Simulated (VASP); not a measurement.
A run of VASP 6.6.1:

File INCAR:

```
  PREC = Accurate
  ENCUT = 600
  EDIFF = 1E-8
  ISMEAR = 0
  SIGMA = 0.01
  LREAL = F
  LASPH = T
  NELM = 80
  ALGO = Normal
  ISIF = 3
  LWAVE = F
  LCHARG = F
  GGA = PE
  IBRION = 6
  NFREE = 2
  POTIM = 0.015
  NSW = 1
```

KPOINTS

```
Automatic mesh
0
Gamma
  6 6 6
```

Contents of POSCAR:

```
KBr
1.0
    3.9669000000      0.0000000000      0.0000000000
    0.0000000000      3.9669000000      0.0000000000
    0.0000000000      0.0000000000      3.9669000000
K Br
1 1
Direct
    0.0000000000      0.0000000000      0.0000000000
    0.5000000000      0.5000000000      0.5000000000
```

Potentials or basis: VASP PAW PBE potentials, release 64 (K_sv, Br).

The run is started by

```bash
$ cat potpaw_PBE.64/K_sv/POTCAR potpaw_PBE.64/Br/POTCAR > POTCAR
$ mpirun -np 1 vasp_std > vasp.out
```

Hardware: 1 thread of Intel(R) Xeon(R) Platinum 8488C (Sapphire Rapids) (shared host).

**Question.** Estimate the wall time of this run.

**Answer.** Run time: 3.7 min on 1 thread of Intel(R) Xeon(R) Platinum 8488C (Sapphire Rapids) (shared host), peak memory 0.28 GiB. Counts: scf iterations 186, k points 20.
